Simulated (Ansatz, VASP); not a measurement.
Ru: VASP beside Ansatz

```xyz
2
Lattice="2.6679 0.0000 0.0000 -1.3340 2.3105 0.0000 0.0000 0.0000 4.3220" Properties=species:S:1:pos:R:3 pbc="T T T"
Ru    0.0000    1.5403    1.0805
Ru    1.3340    0.7702    3.2415
```

Alike in both runs: task relaxation of cell and atoms; functional PBEsol; k mesh 19 × 19 × 10; occupations fermi-dirac, width 0.05 eV; no spin polarisation.

|  | VASP | Ansatz |
| --- | --- | --- |
| version | VASP 6.6.1 | Ansatz 0.2.0 |
| potentials or method | VASP PAW PBE potentials, release 64 (Ru_pv) | PAW with Ansatz's default frozen-core files, scalar-relativistic |
| plane-wave cutoff (eV) | 600 | 420 |
| valence electrons in the cell | 28 | 32 |

|  | VASP | Ansatz | Ansatz less VASP |
| --- | --- | --- | --- |
| relaxed volume (Å³/atom) | 13.32 | 13.32 | +0.001 |
| relaxed cell length with the largest relative difference (Å) | 2.690 | 2.690 | +0.0001 |

VASP's potentials were made for PBE, not for PBEsol. VASP's potentials hold 28 valence electrons a cell and Ansatz's 32, so a difference there can come from the potentials and not from the codes.
